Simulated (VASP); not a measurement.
# HfN (rocksalt type) (Fm-3m) in VASP: notebook

Runs on HfN (rocksalt type). Level: PBE. Tasks: single point, relaxation of cell and atoms.

Program: VASP 6.6.1. These are calculated values, not measurements. Logs are shortened: lines on timing, memory, paths and dates and some standing lists are left out, and cuts for length are marked.

## 1. The cell of the first run

The structure is cubic, space group Fm-3m (No. 225). The conventional cell has a = 4.548 Å, b = 4.548 Å, c = 4.548 Å, α = 90.00°, β = 90.00°, γ = 90.00°. Hf (site symmetry m-3m) has 6 N at 2.27 Å within 3.0 Å. Within 3.0 Å of N (site symmetry m-3m) lie 6 Hf at 2.27 Å.

## 2. Single point, PBE

Contents of INCAR:

```
  ALGO = Normal
  EDIFF = 1E-7
  ENCUT = 520
  GGA = PE
  ISIF = 2
  ISMEAR = -1
  LASPH = T
  LCHARG = T
  LELF = T
  LREAL = F
  LVHAR = T
  LWAVE = F
  NBANDS = 23
  NELM = 60
  PREC = Accurate
  SIGMA = 0.08
```

Contents of KPOINTS:

```
k-points
0
Gamma
  11 11 8
```

Contents of POSCAR:

```
HfN
1.0
    2.2740417054      2.2740417054      0.0000000000
   -2.2740417054      2.2740417054      0.0000000000
    0.0000000000      0.0000000000      4.5480834109
Hf N
2 2
Direct
    0.0000000000      0.0000000000      0.0000000000
    0.5000000000      0.5000000000      0.5000000000
    0.5000000000      0.5000000000      0.0000000000
    0.0000000000      0.0000000000      0.5000000000
```

Potentials or basis: VASP PAW PBE potentials, release 64 (Hf_pv, N).

Launch:

```console
$ cat potpaw_PBE.64/Hf_pv/POTCAR potpaw_PBE.64/N/POTCAR > POTCAR
$ mpirun -np 1 vasp_std > vasp.out
```

OUTCAR:

```text
EDIFF = 1E-7
   ENCUT = 520
   GGA = PE
   ISIF = 2
   ISMEAR = -1
   LASPH = T
   LREAL = F
   NELM = 60
   PREC = Accurate

 ion  position               nearest neighbor table
   1  0.000  0.000  0.000-   3 2.27   3 2.27   3 2.27   3 2.27   4 2.27   4 2.27   2 3.22   2 3.22
                             2 3.22   2 3.22   2 3.22   2 3.22   2 3.22   2 3.22
   2  0.500  0.500  0.500-   4 2.27   4 2.27   4 2.27   4 2.27   3 2.27   3 2.27   1 3.22   1 3.22
                             1 3.22   1 3.22   1 3.22   1 3.22   1 3.22   1 3.22
   3  0.500  0.500  0.000-   1 2.27   1 2.27   1 2.27   1 2.27   2 2.27   2 2.27
   4  0.000  0.000  0.500-   2 2.27   2 2.27   2 2.27   2 2.27   1 2.27   1 2.27

  LATTYP: Found a simple tetragonal cell.
 ALAT       =     3.2159806212
 C/A-ratio  =     1.4142135624

  Lattice vectors:

 A1 = (   2.2740417054,   2.2740417054,   0.0000000000)
 A2 = (  -2.2740417054,   2.2740417054,   0.0000000000)
 A3 = (   0.0000000000,   0.0000000000,   4.5480834109)

Analysis of symmetry for initial positions (statically):
=====================================================================
 Subroutine PRICEL returns following result:

  LATTYP: Found a face centered cubic cell.
 ALAT       =     4.5480834109

  Lattice vectors:

 A1 = (   0.0000000000,  -2.2740417054,  -2.2740417054)
 A2 = (   2.2740417054,   0.0000000000,  -2.2740417054)
 A3 = (   2.2740417054,  -2.2740417054,   0.0000000000)

   2 primitive cells build up your supercell.

 Routine SETGRP: Setting up the symmetry group for a
 simple tetragonal supercell.

 Subroutine GETGRP returns: Found 16 space group operations
 (whereof 16 operations were pure point group operations)
 out of a pool of 16 trial point group operations.

The static configuration has the point symmetry D_4h.

Analysis of symmetry for dynamics (positions and initial velocities):
=====================================================================
 Subroutine PRICEL returns following result:

  LATTYP: Found a face centered cubic cell.
 ALAT       =     4.5480834109

  Lattice vectors:

 A1 = (   0.0000000000,  -2.2740417054,  -2.2740417054)
 A2 = (   2.2740417054,   0.0000000000,  -2.2740417054)
 A3 = (   2.2740417054,  -2.2740417054,   0.0000000000)

   2 primitive cells build up your supercell.

 Routine SETGRP: Setting up the symmetry group for a
 simple tetragonal supercell.

 Subroutine GETGRP returns: Found 16 space group operations
 (whereof 16 operations were pure point group operations)
 out of a pool of 16 trial point group operations.

The dynamic configuration has the point symmetry D_4h.

 Subroutine INISYM returns: Found 16 space group operations
 (whereof 16 operations are pure point group operations),
 and found     2 'primitive' translations

----------------------------------------------------------------------------------------

                                     Primitive cell

  volume of cell :      23.5193

  direct lattice vectors                    reciprocal lattice vectors
     0.000000000 -2.274041705 -2.274041705    -0.219872836 -0.219872836 -0.219872836
     2.274041705  0.000000000 -2.274041705     0.219872836  0.219872836 -0.219872836
     2.274041705 -2.274041705  0.000000000     0.219872836 -0.219872836  0.219872836

  length of vectors
     3.215980621  3.215980621  3.215980621     0.380830924  0.380830924  0.380830924

  position of ions in fractional coordinates (direct lattice)
     0.000000000  0.000000000  0.000000000
     0.500000000  0.500000000  0.500000000

  ion indices of the primitive-cell ions
   primitive index   ion index
                 1           1
                 2           4

----------------------------------------------------------------------------------------

 KPOINTS: k-points

Automatic generation of k-mesh.
 Grid dimensions read from file:
 generate k-points for:   11   11    8

 Generating k-lattice:

  Cartesian coordinates                     Fractional coordinates (reciprocal lattice)
     0.019988440  0.019988440  0.000000000     0.090909091  0.000000000  0.000000000
    -0.019988440  0.019988440  0.000000000     0.000000000  0.090909091  0.000000000
     0.000000000  0.000000000  0.027484105     0.000000000  0.000000000  0.125000000

  Length of vectors
     0.028267922  0.028267922  0.027484105

  Shift w.r.t. Gamma in fractional coordinates (k-lattice)
     0.000000000  0.000000000  0.000000000

 Subroutine IBZKPT returns following result:
 ===========================================

 Found    105 irreducible k-points:

 Following reciprocal coordinates:
            Coordinates               Weight
  0.000000  0.000000  0.000000      1.000000
  0.090909  0.000000  0.000000      4.000000
  0.181818  0.000000  0.000000      4.000000
  0.272727  0.000000  0.000000      4.000000
  0.363636  0.000000  0.000000      4.000000
  0.454545  0.000000  0.000000      4.000000
[... 16 lines left out ...]
  0.090909  0.000000  0.125000      8.000000
  0.181818  0.000000  0.125000      8.000000
 [... further k-points ...]
   k-points           NKPTS =    105   k-points in BZ     NKDIM =    105   number of bands    NBANDS=     23
   number of dos      NEDOS =    301   number of ions     NIONS =      4
   total plane-waves  NPLWV =  20736
   dimension x,y,z NGX =    24 NGY =   24 NGZ =   36
   dimension x,y,z NGXF=    48 NGYF=   48 NGZF=   72
   ions per type =               2   2
   NGX,Y,Z   is equivalent  to a cutoff of  12.41, 12.41, 13.16 a.u.
   NGXF,Y,Z  is equivalent  to a cutoff of  24.81, 24.81, 26.32 a.u.
 SYSTEM =  unknown system
   PREC   = accura    normal or accurate (medium, high low for compatibility)
   ISTART =      0    job   : 0-new  1-cont  2-samecut
   ICHARG =      2    charge: 1-file 2-atom 10-const
   ISPIN  =      1    spin polarized calculation?
   LNONCOLLINEAR =      F non collinear calculations
   LSORBIT =      F    spin-orbit coupling
   LASPH  =      T    aspherical Exc in radial PAW
   ENCUT  =  520.0 eV  38.22 Ry    6.18 a.u.   5.98  5.98  8.46*2*pi/ulx,y,z
   NELM   =     60;   NELMIN=  2; NELMDL= -5     # of ELM steps
   EDIFF  = 0.1E-06   stopping-criterion for ELM
   LREAL  =      F    real-space projection
   EDIFFG = 0.1E-05   stopping-criterion for IOM
   NSW    =      0    number of steps for IOM
   IBRION =     -1    ionic relax: 0-MD 1-quasi-New 2-CG
   NFREE  =      0    steps in history (QN), initial steepest desc. (CG)
   ISIF   =      2    stress and relaxation
   ISYM   =      2    0-nonsym 1-usesym 2-fastsym
   POTIM  = 0.5000    time-step for ionic-motion
   TEBEG  =    0.0;   TEEND  =   0.0 temperature during run
   PSTRESS=    0.0 pullay stress
   NELECT =      30.0000    total number of electrons
   NUPDOWN=      -1.0000    fix difference up-down
   EMIN   =  10.00;   EMAX   =-10.00  energy-range for DOS
   EFERMI =   0.00;   METHOD = LEGACY
   ISMEAR =    -1;   SIGMA  =   0.08  broadening in eV -4-tet -1-fermi 0-gaus
   EFERMI_NEDOS =   21; number of points for ismear=-14 and -15
   IALGO  =     38    algorithm
   IMIX   =      4    mixing-type and parameters
     AMIX     =   0.40;   BMIX     =  1.00
     AMIX_MAG =   1.60;   BMIX_MAG =  1.00
  volume/ion in A,a.u.               =      11.76        79.36
  Fermi-wavevector in a.u.,A,eV,Ry     =   1.409170  2.662946 27.017919  1.985761
  Thomas-Fermi vector in A             =   2.531254
   LORBIT       =      0    0 simple, 1 ext, 2 COOP (PROOUT), +10 PAW based schemes
   GGA     = PE    functional components
   LHFCALC =     F    Hartree Fock is set to
   AEXX    =    0.0000 exact exchange contribution
   IVDW    =     0    specifies the selected vdW correction
   LEPSILON=     F    determine dielectric tensor
   LRPA    =     F    only Hartree local field effects (RPA)
 non-spin polarized calculation
  energy-cutoff  :      520.00
  volume of cell :       47.04
 maximum number of plane-waves:      1284
 NGX is ok and might be reduce to    24

 number of electron      29.9999999 magnetization

 Free energy of the ion-electron system (eV)
  ---------------------------------------------------
  ext. energy  EPLUGINS =         0.00000000
  ---------------------------------------------------
  free energy    TOTEN  =       -43.51887458 eV

  energy without entropy =      -43.49078468  energy(sigma->0) =      -43.50482963

 E-fermi :   8.1989     XC(G=0): -12.6280

 val. band max:        8.1937374518   @ k =   0.1818   0.0000   0.0000
 cond. band min:       8.2156766596   @ k =   0.0909   0.0000   0.0000
 fundamental gap:      0.0219392078
 Fermi energy:         8.1989053760

 k-point     1 :       0.0000    0.0000    0.0000
  band No.  band energies     occupation
      1     -23.7623      2.00000
      2     -23.3097      2.00000
      3     -23.3097      2.00000
      4     -23.0264      2.00000
      5     -23.0231      2.00000
      6     -23.0231      2.00000
[... 15 lines left out ...]
     22      12.2013      0.00000
     23      13.5675      0.00000

 k-point     2 :       0.0909    0.0000    0.0000
  band No.  band energies     occupation
      1     -23.7448      2.00000
      2     -23.3436      2.00000
      3     -23.2992      2.00000
      4     -23.0712      2.00000
      5     -23.0383      2.00000
      6     -23.0240      2.00000
[... 15 lines left out ...]
     22      12.6143      0.00000
     23      13.4587      0.00000

 k-point     3 :       0.1818    0.0000    0.0000
  band No.  band energies     occupation
      1     -23.6940      2.00000
      2     -23.4321      2.00000
      3     -23.2698      2.00000
      4     -23.1989      2.00000
      5     -23.0736      2.00000
      6     -23.0279      2.00000
[... 15 lines left out ...]
     22      12.5736      0.00000
     23      13.0087      0.00000
[... 495 lines left out ...]
 k-point    23 :       0.0909    0.0000    0.1250
  band No.  band energies     occupation
      1     -23.7281      2.00000
      2     -23.3289      2.00000
      3     -23.2889      2.00000
      4     -23.1221      2.00000
      5     -23.0346      2.00000
      6     -23.0316      2.00000
[... 15 lines left out ...]
     22      12.5181      0.00000
     23      13.1544      0.00000

 k-point    24 :       0.1818    0.0000    0.1250
  band No.  band energies     occupation
      1     -23.6979      2.00000
      2     -23.4004      2.00000
      3     -23.2606      2.00000
      4     -23.2546      2.00000
      5     -23.0557      2.00000
      6     -23.0371      2.00000
[... 15 lines left out ...]
     22      12.5561      0.00000
     23      12.9853      0.00000

 [... further k-points ...]

------------------------ aborting loop because EDIFF is reached ----------------------------------------

  FORCE on cell =-STRESS in cart. coord.  units (eV):
  Direction    XX          YY          ZZ          XY          YZ          ZX
  --------------------------------------------------------------------------------------
  -------------------------------------------------------------------------------------
  Total       -0.6515143     -0.6515143     -0.7323509      0.0000000      0.0000000     -0.0000000
  in kB      -22.1911238    -22.1911238    -24.9444856      0.0000000      0.0000000     -0.0000000
  external PRESSURE =     -23.1089110 kB  Pullay stress =       0.0000000 kB

 VOLUME and BASIS-vectors are now :
 -----------------------------------------------------------------------------
  energy-cutoff  :      520.00
  volume of cell :       47.04
      direct lattice vectors                 reciprocal lattice vectors
     2.274041705  2.274041705  0.000000000     0.219872836  0.219872836  0.000000000
    -2.274041705  2.274041705  0.000000000    -0.219872836  0.219872836  0.000000000
     0.000000000  0.000000000  4.548083411     0.000000000  0.000000000  0.219872836

 POSITION                                       TOTAL-FORCE (eV/Angst)
 -----------------------------------------------------------------------------------
      0.00000      0.00000      0.00000         0.000000     -0.000000      0.000000
      0.00000      2.27404      2.27404         0.000000     -0.000000      0.000000
      0.00000      2.27404      0.00000         0.000000      0.000000     -0.000000
      0.00000      0.00000      2.27404        -0.000000      0.000000      0.000000
 -----------------------------------------------------------------------------------
    total drift:                                0.000000     -0.000000     -0.000000

  FREE ENERGIE OF THE ION-ELECTRON SYSTEM (eV)
  ---------------------------------------------------
  free  energy   TOTEN  =       -43.5188745823 eV

  energy  without entropy=      -43.4907846798  energy(sigma->0) =      -43.50482963
```

Wall time 68 s (1 thread of Intel Xeon 6975P-C (Granite Rapids), shared host); peak memory 0.22 GiB.

Results:

| Property | Result |
| --- | --- |
| Free energy | -43.5189 eV |
| Pressure | -2.3 GPa |
| Band gap on the k mesh | zero (bands 15 and 16 overlap by 6.00 eV) |

Levels at points of the mesh, in eV from the Fermi level:
| k point | band 11 | band 12 | band 13 | band 14 | band 15 | band 16 | band 17 | band 18 | band 19 | band 20 |
| --- | --- | --- | --- | --- | --- | --- | --- | --- | --- | --- |
| (0.00, 0.00, 0.00) | -3.67 | -3.67 | -2.99 | -2.99 | -2.99 | -0.33 | -0.33 | -0.33 | 1.62 | 1.93 |
| (0.00, 0.00, 0.50) | -3.82 | -3.82 | -3.82 | -3.82 | -2.37 | -2.37 | 2.85 | 2.85 | 3.04 | 3.04 |

Caveat: spin-orbit coupling is left out, which moves the levels of the heavy elements.

## 3. Relaxation of cell and atoms, PBE

This run uses another cell than the first one: it holds 2 atoms, not 4.

Contents of INCAR:

```
SYSTEM = HfN
ALGO = Normal ; EDIFF = 1E-6
EDIFFG = -0.005 ; ENCUT = 600
GGA = PE ; IBRION = 2
ISIF = 3 ; ISMEAR = -1
LASPH = .TRUE. ; LCHARG = .FALSE.
LREAL = .FALSE. ; LWAVE = .FALSE.
NELM = 100 ; NSW = 60
PREC = Accurate ; SIGMA = 0.08
```

Contents of KPOINTS:

```
k-points
0
G
  17 17 17
  0 0 0
```

Contents of POSCAR:

```
HfN
1.0
    0.0000000000      2.1544346900      2.1544346900
    2.1544346900      0.0000000000      2.1544346900
    2.1544346900      2.1544346900      0.0000000000
Hf N
1 1
Direct
    0.0000000000      0.0000000000      0.0000000000
    0.5000000000      0.5000000000      0.5000000000
```

Potentials or basis: VASP PAW PBE potentials, release 64 (Hf_pv, N).

Launch:

```console
$ cat potpaw_PBE.64/Hf_pv/POTCAR potpaw_PBE.64/N/POTCAR > POTCAR
$ mpirun -np 1 vasp_std > vasp.out
```

Wall time 82 s (1 thread of Intel Xeon 6975P-C (Granite Rapids), shared host); peak memory 0.18 GiB.

The run converged. Its results:

```yaml
Free_energy: -21.7610 eV
Relaxed_volume: 11.66 Å³/atom
Relaxed_cell: a = 3.206 Å, b = 3.206 Å, c = 3.206 Å, α = 60.00°, β = 60.00°, γ = 60.00°
Space_group_after_relaxing_to_0.1_Å: Fm-3m (No. 225)
Pressure_after_relaxing: 0.0 GPa
Band_gap_on_the_k_mesh: zero (an odd number of electrons rules out a gap without spin polarisation)
```

Final structure:
```
Hf N
1.0
     0.00000    2.26733    2.26733
     2.26733    0.00000    2.26733
     2.26733    2.26733    0.00000
Hf N
1 1
Cartesian
  0.0000 0.0000 0.0000
  2.2673 2.2673 2.2673
```

Levels at points of the mesh, in eV from the Fermi level:
```
           k point  band 5  band 6  band 7  band 8  band 9  band 10  band 11
(0.00, 0.00, 0.00)   -3.03   -3.03   -3.03   -0.36   -0.36    -0.36     1.67
```

Caveat: the volume moved by over 15 % at a fixed basis, so the end points are rough; spin-orbit coupling is left out, which moves the levels of the heavy elements.
